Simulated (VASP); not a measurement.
Crystal: CsMgBiO3.

```
Cs Mg Bi O
1.0
     3.23052    1.86514    3.79701
    -3.23052    1.86514    3.79701
     0.00000   -3.73028    3.79701
Cs Mg Bi O
1 1 1 3
Cartesian
  0.0000 0.0000 10.4488
  0.0000 0.0000 3.4423
  0.0000 0.0000 6.4393
  -1.5857 0.9155 7.4612
  0.0000 -1.8310 7.4612
  1.5857 0.9155 7.4612
```

| Quantity | Value |
| --- | --- |
| Program | VASP 6.6.1 |
| Task | relaxation of cell and atoms |
| Functional | PBE |
| Dispersion | D4 |
| Potentials or basis | VASP PAW PBE potentials, release 64 (Cs_sv, Mg, Bi_d, O) |
| Cutoff | 600 eV |
| k mesh | 4 × 4 × 4 |
| Occupations | fermi-dirac, width 0.01 eV |
| Spin | no spin polarisation |

At the start: pressure -0.9 GPa; volume 22.88 Å³/atom.

Task: How do energy, volume and symmetry change on relaxing?

Result: Over 36 steps the energy falls by 2.5 meV/atom and the volume is 23.02 Å³/atom (+0.6 %); space group R3m (No. 160, to 0.1 Å) before and after.

The path:
| step | energy change (eV) | largest force (eV/Å) | pressure (GPa) | volume (Å³) |
| --- | --- | --- | --- | --- |
| 1 | 0.0000 | 0.2671 | -0.92 | 137.27 |
| 2 | -0.0026 | 0.4303 | 0.84 | 134.67 |
| 3 | -0.0074 | 0.1110 | 0.03 | 135.82 |
| 4 | -0.0086 | 0.0628 | 0.09 | 135.71 |
| 5 | -0.0088 | 0.0760 | 0.12 | 135.66 |
| 6 | -0.0098 | 0.0482 | 0.09 | 135.90 |
| 7 | -0.0104 | 0.0515 | 0.06 | 136.21 |
| 8 | -0.0104 | 0.0533 | 0.06 | 136.27 |
| 9 | -0.0112 | 0.0570 | 0.01 | 136.65 |
| 10 | -0.0124 | 0.0670 | -0.13 | 137.81 |
| 11 | -0.0121 | 0.1469 | 0.28 | 137.55 |
| 12 | -0.0127 | 0.0368 | 0.03 | 137.71 |
| 13 | -0.0129 | 0.0342 | 0.05 | 137.76 |
| 14 | -0.0129 | 0.0396 | 0.07 | 137.80 |
| 15 | -0.0131 | 0.0373 | 0.03 | 137.90 |
| 16 | -0.0134 | 0.0310 | -0.07 | 138.20 |
| 17 | -0.0135 | 0.0534 | -0.29 | 138.80 |
| 18 | -0.0135 | 0.0367 | -0.19 | 138.52 |
| 19 | -0.0137 | 0.0234 | -0.18 | 138.53 |
| 20 | -0.0139 | 0.0201 | -0.14 | 138.57 |
| 21 | -0.0141 | 0.0892 | -0.08 | 138.64 |
| 22 | -0.0142 | 0.0860 | -0.05 | 138.62 |
| 23 | -0.0145 | 0.0770 | 0.01 | 138.54 |
| 24 | -0.0146 | 0.0734 | 0.04 | 138.52 |
| 25 | -0.0147 | 0.0231 | -0.03 | 138.56 |
| 26 | -0.0147 | 0.0094 | -0.05 | 138.58 |
| 27 | -0.0147 | 0.0074 | -0.04 | 138.52 |
| 28 | -0.0147 | 0.0074 | -0.01 | 138.36 |
| 29 | -0.0147 | 0.0169 | 0.06 | 138.05 |
| 30 | -0.0147 | 0.0103 | 0.01 | 138.26 |
| 31 | -0.0148 | 0.0094 | 0.01 | 138.24 |
| 32 | -0.0148 | 0.0089 | 0.00 | 138.22 |
| 33 | -0.0148 | 0.0085 | -0.01 | 138.21 |
| 34 | -0.0148 | 0.0155 | -0.03 | 138.18 |
| 35 | -0.0148 | 0.0121 | -0.02 | 138.16 |
| 36 | -0.0148 | 0.0039 | -0.01 | 138.10 |

Final structure:
```cif
data_structure
_symmetry_space_group_name_H-M 'P 1'
_symmetry_Int_Tables_number 1
_cell_length_a 5.3610
_cell_length_b 5.3610
_cell_length_c 5.3610
_cell_angle_alpha 73.473
_cell_angle_beta 73.473
_cell_angle_gamma 73.473
_cell_volume 138.10
loop_
_atom_site_label
_atom_site_type_symbol
_atom_site_fract_x
_atom_site_fract_y
_atom_site_fract_z
_atom_site_occupancy
Cs1 Cs 0.90611 0.90611 0.90611 1
Mg1 Mg 0.30844 0.30844 0.30844 1
Bi1 Bi 0.56783 0.56783 0.56783 1
O1 O 0.49303 0.98136 0.49303 1
O2 O 0.49303 0.49303 0.98136 1
O3 O 0.98136 0.49303 0.49303 1
```
